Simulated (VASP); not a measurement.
# LiH (P1) in VASP: notebook, part 2 of 2

VASP 6.6.1. The steps go on from the part before.

### Step 4. Single point, PBEsol

This run uses another cell than the first one, of 8.26 Å³/atom.

The input, INCAR:

```
PREC = Accurate
ENCUT = 520
EDIFF = 1E-7
ISMEAR = -1
SIGMA = 0.039
LREAL = Auto
LASPH = T
NELM = 60
ALGO = Normal
ISIF = 2
LWAVE = F
LCHARG = F
GGA = PS
NBANDS = 42
```

The input, KPOINTS:

```
regular mesh
0
Gamma
  4 4 2
```

The input, POSCAR:

```
LiH
1.0
    0.0000000000      4.0426210000      4.0426210000
    4.0426210000      0.0000000000      4.0426210000
    6.0639310000      6.0639310000      0.0000000000
Li H
12 12
Direct
    0.0086133476     -0.0205588157      0.0101688987
    0.0124164496     -0.0007965130      0.3303690296
   -0.0007931735      0.0157431280      0.6621580127
    0.0018906051      0.5007142643      0.0093368477
    0.0247207196      0.4993259324      0.3359981339
    0.0270015418      0.4744661941      0.6724077170
    0.5198758429      0.0037520213     -0.0075353760
    0.5041210888     -0.0108317104      0.3358535082
    0.5102173812     -0.0328941298      0.6764639142
    0.4820439512      0.5096018153      0.0225459360
    0.5420302818      0.4876818777      0.3499746287
    0.5087479138      0.4834546696      0.6840666558
    0.2662522655      0.2393805900      0.1804207535
    0.2673552628      0.2322461096      0.5096975873
    0.2395933232      0.2564499615      0.8456357765
    0.2700364442      0.7563528711      0.1716629032
    0.2832475515      0.7554548151      0.5059900088
    0.2582087215      0.7639031707      0.8617492514
    0.7263809791      0.2783315577      0.1852150033
    0.7682361270      0.2600398355      0.5127732324
    0.7839745551      0.2552824022      0.8199959729
    0.7587630649      0.7759281664      0.1565569430
    0.7745663024      0.7091624468      0.5175380459
    0.7337770471      0.7799349729      0.8407673999
```

Potentials or basis: VASP PAW PBE potentials, release 64 (Li_sv, H).

Launch:

```sh
> cat potpaw_PBE.64/Li_sv/POTCAR potpaw_PBE.64/H/POTCAR > POTCAR
> mpirun -np 1 vasp_std > vasp.out
```

OUTCAR:

```text
PREC = Accurate
   ENCUT = 520
   EDIFF = 1E-7
   ISMEAR = -1
   LREAL = Auto
   LASPH = T
   NELM = 60
   ISIF = 2
   GGA = PS

 ion  position               nearest neighbor table
   1  0.009  0.979  0.010-
   2  0.012  0.999  0.330-
   3  0.999  0.016  0.662-
   4  0.002  0.501  0.009-
   5  0.025  0.499  0.336-
   6  0.027  0.474  0.672-
[... 16 lines left out ...]
  23  0.775  0.709  0.518-
  24  0.734  0.780  0.841-

[... 1039 lines left out ...]
  -------------------------------------------------------------------------------------
  Total       -0.8345874     -1.5443779     -1.4761642     -0.0472005     -0.0795369     -0.0239973
  in kB       -6.7463999    -12.4840026    -11.9325960     -0.3815460     -0.6429378     -0.1939828
  external PRESSURE =     -10.3876662 kB  Pullay stress =       0.0000000 kB

 VOLUME and BASIS-vectors are now :
 -----------------------------------------------------------------------------
  energy-cutoff  :      520.00
  volume of cell :      198.20
      direct lattice vectors                 reciprocal lattice vectors
     0.000000000  4.042621000  4.042621000    -0.123682136  0.123682136  0.123682136
     4.042621000  0.000000000  4.042621000     0.123682136 -0.123682136  0.123682136
     6.063931000  6.063931000  0.000000000     0.082454764  0.082454764 -0.082454764

 POSITION                                       TOTAL-FORCE (eV/Angst)
 -----------------------------------------------------------------------------------
      4.02117      0.09648      3.99433         0.303213     -0.181129      0.387519
      6.04274      2.05353      4.08960         0.069032      0.177925     -0.051938
      4.07892      8.05470      4.10306        -0.069124      0.265948     -0.070716
      2.08082      0.06426      2.03184        -0.050479     -0.123051      0.011185
      4.05606      2.13741      2.11852         0.107147      0.152051     -0.110264
      5.99552      4.18659      2.02724         0.157567     -0.107661      0.061421
[... 16 lines left out ...]
      6.00519      6.26959      5.99815         0.200629     -0.233144      0.333331
      8.25134      8.06474      6.11936        -0.348184      0.241789      0.022117
 -----------------------------------------------------------------------------------
    total drift:                                0.003244      0.001070     -0.004003

  FREE ENERGIE OF THE ION-ELECTRON SYSTEM (eV)
  ---------------------------------------------------
  free  energy   TOTEN  =       -72.8694894652 eV

  energy  without entropy=      -72.8694894652  energy(sigma->0) =      -72.86948947
```

Run time: 7.9 min. Hardware: 1 thread of Oxide Virtual Turin-like, shared host; peak memory 0.38 GiB.

Results:

```yaml
Free_energy: -72.8695 eV
Largest_force: 0.638 eV/Å
Band_gap_on_the_k_mesh: 2.74 eV (least direct gap 2.76 eV)
```

Forces in eV/Å, atoms in the order of the input:
```
Li   0.303 -0.181  0.388
Li   0.069  0.178 -0.052
Li  -0.069  0.266 -0.071
Li  -0.050 -0.123  0.011
Li   0.107  0.152 -0.110
Li   0.158 -0.108  0.061
Li   0.218  0.012 -0.117
Li   0.206  0.154  0.231
Li   0.130  0.002  0.206
Li  -0.252  0.183  0.261
Li   0.068 -0.377 -0.206
Li  -0.014 -0.077  0.173
H    0.043 -0.265  0.048
H    0.059  0.019  0.162
H    0.016  0.148  0.162
H    0.121 -0.095 -0.187
H   -0.063 -0.115 -0.351
H   -0.538 -0.196 -0.280
H   -0.374  0.250  0.068
H   -0.259 -0.230 -0.121
H    0.265  0.087 -0.391
H    0.004  0.307 -0.242
H    0.201 -0.233  0.333
H   -0.348  0.242  0.022
```

Levels at points of the mesh, in eV from the valence-band top:
```
           k point  band 21  band 22  band 23  band 24  band 25  band 26  band 27  band 28
(0.00, 0.00, 0.00)    -1.17    -1.06    -0.96     0.00     2.78     4.19     4.30     4.35
(0.50, 0.00, 0.00)    -1.76    -1.56    -0.57    -0.42     4.41     4.66     5.05     5.18
(0.00, 0.50, 0.00)    -1.77    -1.65    -0.55    -0.41     4.41     4.67     5.07     5.18
(0.50, 0.50, 0.00)    -1.22    -1.11    -1.06    -0.95     4.45     4.48     4.58     4.75
(0.00, 0.00, 0.50)    -1.20    -1.01    -0.04    -0.02     2.74     2.78     4.37     4.42
(0.50, 0.00, 0.50)    -1.69    -1.57    -0.52    -0.45     4.48     4.61     4.93     5.10
(0.00, 0.50, 0.50)    -1.68    -1.61    -0.53    -0.41     4.44     4.67     5.00     5.15
(0.50, 0.50, 0.50)    -2.19    -2.09    -0.24    -0.20     4.87     4.89     4.98     5.01
```

Caveat: the k points lie up to 0.45 Å⁻¹ apart; the cutoff is under 1.25 times the usual one of these potentials, so pressure, stress and relaxed cells hold a basis-set (Pulay) error; the atoms stand as in a frame of molecular dynamics; the PAW data sets were made with another functional, which shifts forces and pressure a little.

### Step 5. Overview

| cell | gap on the mesh (eV) | largest force (eV/Å) |
| --- | --- | --- |
| a = 5.682, b = 5.682, c = 8.523 Å, angles 60.0°, 24 atoms, atomic positions A | 2.66 | 0.97 |
| a = 5.706, b = 5.706, c = 8.559 Å, angles 60.0°, 24 atoms, atomic positions B | 2.67 | 0.98 |
| a = 5.717, b = 5.717, c = 8.576 Å, angles 60.0°, 24 atoms, atomic positions C | 2.74 | 0.64 |

Alike in all rows: task single point; level PBEsol; potentials or basis VASP PAW PBE potentials, release 64 (Li_sv, H); no spin polarisation; k mesh 4 × 4 × 2; cutoff (eV) 520; smearing fermi-dirac 0.039 eV.

Caveats: all runs use coarse meshes; the cutoff is under 1.25 times the usual one of these potentials, so pressure, stress and relaxed cells hold a basis-set (Pulay) error; the atoms stand as in a frame of molecular dynamics; the PAW data sets were made with another functional, which shifts forces and pressure a little.

Absolute energies hang on the potentials; compare differences alone.
